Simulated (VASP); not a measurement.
Input of a VASP 6.6.1 run:

File POSCAR:

```
Be
1.0
   -1.2608980000      1.2156830000      1.2637960000
    1.2607320000     -1.2308510000      1.2787980000
    1.2654110000      1.2353640000     -1.2789640000
Be
1
Direct
    0.0027900000     -0.0044980000     -0.0071800000
```

The input INCAR.step1:

```
SYSTEM = Be
  PREC = Accurate
  ENCUT = 520
  ISMEAR = -1
  SIGMA = 0.005
  LREAL = .False.
  LASPH = .True.
  NELM = 100
  NBANDS = 7
  GGA = PE
  ALGO = Normal
  EDIFF = 1E-4
  LWAVE = .True.
  LCHARG = .False.
```

INCAR.step2

```
SYSTEM = Be
  PREC = Accurate
  ENCUT = 520
  EDIFF = 1E-7
  ISMEAR = -1
  SIGMA = 0.005
  LREAL = .False.
  LASPH = .True.
  NELM = 100
  ALGO = Normal
  ISIF = 2
  LWAVE = .False.
  LCHARG = .True.
  METAGGA = R2SCAN
  LMIXTAU = .True.
  LELF = .True.
  LVHAR = .True.
  NBANDS = 7
  ISTART = 1
```

File KPOINTS:

```
Automatic mesh
0
Gamma
  11 11 11
  0 0 0
```

Potentials or basis: VASP PAW PBE potentials, release 64 (Be).

Run with:

```console
$ cat potpaw_PBE.64/Be/POTCAR > POTCAR
$ cp INCAR.step1 INCAR
$ mpirun -np 1 vasp_std > vasp.out
$ cp INCAR.step2 INCAR
$ mpirun -np 1 vasp_std > vasp.out
```

Q: Predict the pressure.

A: -0.5 GPa.

Q: What does it give for the band gap on the k mesh?

A: Zero (bands 1 and 2 overlap by 4.53 eV).

Stress tensor (GPa, compression positive):
```
 0.16 -0.41  0.12
-0.41 -1.36  1.23
 0.12  1.23 -0.33
```

Caveat: the PAW data sets were made with another functional, which shifts forces and pressure a little.
